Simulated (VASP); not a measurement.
Write the native input for VASP 6.6.1 that does the following.

```
Task                   : single point
Functional             : PBEsol
Potentials or basis    : VASP PAW PBE potentials, release 64 (Na_pv)
Cutoff                 : 520 eV
k mesh                 : 14 × 14 × 14
Occupations            : gaussian, width 0.1 eV
Spin                   : no spin polarisation
Dipole correction      : no
Further INCAR settings : ALGO = Fast; EDIFF = 1e-06; NBANDS = 14
```

The structure of Na lies in POSCAR:

```
Na
1.0
   -2.0298921197      2.0298921197      8.0926417205
    2.0298921197     -2.0298921197      8.0926417205
    2.0298921197      2.0298921197     -8.0926417205
Na
2
Direct
    0.2500000000      0.7500000000      0.5000000000
    0.5000000000      0.5000000000      0.0000000000
```

This cell differs from its parent crystal: Cs replaced by Na, lengths x 0.808, strained.

The input as run:

INCAR

```
PREC     = Accurate       # precision mode
ENCUT    = 520            # plane-wave cutoff, eV
EDIFF    = 1E-6           # SCF threshold, eV
ISMEAR   = 0              # smearing method
SIGMA    = 0.1            # smearing width, eV
LREAL    = False          # projectors in reciprocal space
LASPH    = True           # aspherical terms in the spheres
NELM     = 100            # most SCF steps
ALGO     = Fast           # electronic algorithm
ISIF     = 2              # what is computed and relaxed
LWAVE    = False          # write WAVECAR
LCHARG   = True           # write CHGCAR
GGA      = PS             # functional
LELF     = True           # ELF
LVHAR    = True         
NBANDS   = 14             # bands
```

KPOINTS

```
regular mesh
0
Gamma
  14 14 14
```

Potentials or basis: VASP PAW PBE potentials, release 64 (Na_pv).

The run is started by

```sh
$ cat potpaw_PBE.64/Na_pv/POTCAR > POTCAR
$ mpirun -np 1 vasp_std > vasp.out
```

Results of the run:

```json
{
 "Pressure": "-1.4 GPa",
 "Band gap on the k mesh": "zero (bands 7 and 8 overlap by 3.99 eV)"
}
```

Caveat: the cell differs from its parent crystal (Cs replaced by Na, lengths x 0.808, strained); the PAW data sets were made with another functional, which shifts forces and pressure a little.

Run time: 37 min on 1 thread of Intel(R) Xeon(R) Platinum 8259CL CPU @ 2.50GHz (Skylake/Cascade Lake) (shared host), peak memory 0.75 GiB.
